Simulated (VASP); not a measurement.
# Se: single point with PBE

Crystal: Se.

```
Se
1.0
     4.51897   -0.00087    0.00043
    -2.26024    3.91221   -0.00054
     0.00048   -0.00042    5.04368
Se
3
Direct
  0.78136 0.78070 0.00216
  0.00048 0.21891 0.66884
  0.21951 0.99984 0.33547
```

This cell differs from its parent crystal: atoms moved at random.

```yaml
Program: VASP 6.6.1
Task: single point
Functional: PBE
Potentials_or_basis: VASP PAW PBE potentials, release 64 (Se)
Cutoff: 520 eV
k_mesh: 6 × 6 × 4
Occupations: fermi-dirac, width 0.025 eV
Spin: no spin polarisation
```

```yaml
Pressure: 0.1 GPa
Largest_force: 0.029 eV/Å
Band_gap_on_the_k_mesh: 1.02 eV (least direct gap 1.24 eV)
```

Forces on the atoms (eV/Å):
```
Se  -0.015 -0.025  0.000
Se  -0.014  0.025  0.000
Se   0.029  0.000  0.000
```

Stress tensor (GPa, compression positive):
```
0.10 0.00 0.00
0.00 0.10 0.00
0.00 0.00 0.17
```

Levels at points of the mesh, in eV from the valence-band top:
| k point | band 5 | band 6 | band 7 | band 8 | band 9 | band 10 | band 11 | band 12 | band 13 | band 14 |
| --- | --- | --- | --- | --- | --- | --- | --- | --- | --- | --- |
| (0.00, 0.00, 0.00) | -3.73 | -3.43 | -1.85 | -1.85 | -0.32 | 1.92 | 1.93 | 2.29 | 5.89 | 6.65 |
| (0.50, 0.00, 0.00) | -4.40 | -3.09 | -2.60 | -1.70 | -0.87 | 2.00 | 2.42 | 3.85 | 5.65 | 7.51 |
| (0.00, 0.50, 0.00) | -4.40 | -3.09 | -2.60 | -1.70 | -0.87 | 2.00 | 2.42 | 3.85 | 5.65 | 7.51 |
| (0.50, 0.50, 0.00) | -4.39 | -3.09 | -2.60 | -1.70 | -0.87 | 2.00 | 2.42 | 3.85 | 5.65 | 7.51 |
| (0.00, 0.00, 0.50) | -3.23 | -3.22 | -1.33 | -1.33 | -0.96 | 1.34 | 1.38 | 1.38 | 6.50 | 7.50 |
| (0.50, 0.00, 0.50) | -4.14 | -3.96 | -1.58 | -1.13 | 0.00 | 1.55 | 2.64 | 2.93 | 6.33 | 7.92 |
| (0.00, 0.50, 0.50) | -4.14 | -3.96 | -1.58 | -1.13 | 0.00 | 1.55 | 2.64 | 2.93 | 6.33 | 7.92 |
| (0.50, 0.50, 0.50) | -4.14 | -3.96 | -1.58 | -1.13 | 0.00 | 1.55 | 2.64 | 2.93 | 6.33 | 7.91 |

Wall time 2.3 min on 1 thread of Oxide Virtual Turin-like Processor, on a shared host, peak memory 0.22 GiB.

Caveat: the cell differs from its parent crystal (atoms moved at random). A k mesh can miss the band edges.
